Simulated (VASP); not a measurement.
Os: single point with PBE+D4

Crystal: Os.

```xyz
2
Lattice="2.7522 0.0000 0.0000 -1.3761 2.3835 0.0000 0.0000 0.0000 4.3483" Properties=species:S:1:pos:R:3 pbc="T T T"
Os    1.3761    0.7945    3.2612
Os    0.0000    1.5890    1.0871
```

```yaml
Program: VASP 6.6.1
Task: single point
Functional: PBE
Dispersion: D4
Potentials_or_basis: VASP PAW PBE potentials, release 64 (Os)
Cutoff: 520 eV
k_mesh: 11 × 11 × 6
Occupations: fermi-dirac, width 0.05 eV
Spin: no spin polarisation
Dipole_correction: no
Further_INCAR_settings: ALGO = Fast; EDIFF = 1e-06; NBANDS = 15
```

| Item | Value |
| --- | --- |
| Pressure | -6.8 GPa |
| Band gap on the k mesh | zero (band 8 reaches 11.20 eV, above the bottom of band 9 at 7.43 eV) |
| Dispersion energy per atom | -0.688 eV |

Stress tensor (GPa, compression positive):
```
-6.74  0.00  0.00
 0.00 -6.74  0.00
 0.00  0.00 -7.06
```

Levels at points of the mesh, in eV from the Fermi level:
| k point | band 5 | band 6 | band 7 | band 8 | band 9 | band 10 | band 11 | band 12 |
| --- | --- | --- | --- | --- | --- | --- | --- | --- |
| (0.00, 0.00, 0.00) | -2.68 | -2.10 | -2.10 | -1.48 | -1.48 | 0.07 | 1.68 | 1.68 |
| (0.00, 0.00, 0.50) | -3.11 | -3.11 | -3.11 | -3.11 | 0.91 | 0.91 | 0.91 | 0.91 |

It took 12 s on 1 thread of Intel(R) Xeon(R) 6975P-C (Granite Rapids) (shared host), peak memory 0.15 GiB.

Caveat: spin-orbit coupling is left out, which moves the levels of the heavy elements; pairwise dispersion overbinds metals, which lowers pressure and volume.
